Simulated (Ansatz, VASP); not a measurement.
# One calculation of Ge, two programs

```
CELL_PARAMETERS angstrom
4.02269 0.00000 0.00000
-2.01134 3.48375 0.00000
0.00000 0.00000 18.86852
ATOMIC_POSITIONS crystal
Ge 0.33333 0.66667 0.27476
Ge 0.66667 0.33333 0.23849
Ge 0.66667 0.33333 0.53891
Ge 0.00000 0.00000 0.50265
```

Alike in both runs: task single point; functional PBE; dispersion D3(BJ); k mesh 9 × 9 × 1; occupations gaussian, width 0.1 eV; no spin polarisation.

|  | VASP | Ansatz |
| --- | --- | --- |
| version | VASP 6.6.1 | Ansatz 0.2.0 |
| potentials or method | VASP PAW PBE potentials, release 64 (Ge_d), cutoff 520 eV | scalar-relativistic, plane waves, PAW |
| valence electrons in the cell | 56 | 56 |

```tsv
	VASP	Ansatz	Ansatz less VASP
gap on the k mesh at the Fermi level (eV)	none	none	-
rms of the force components (eV/Å)	0.040	0.040	0.0000
```

Atom by atom the forces differ by 0.001 eV/Å (rms over components). A gap of «none» marks a metal or a gap that the smearing closes. Ansatz's warnings: xc potential rough in thin density.
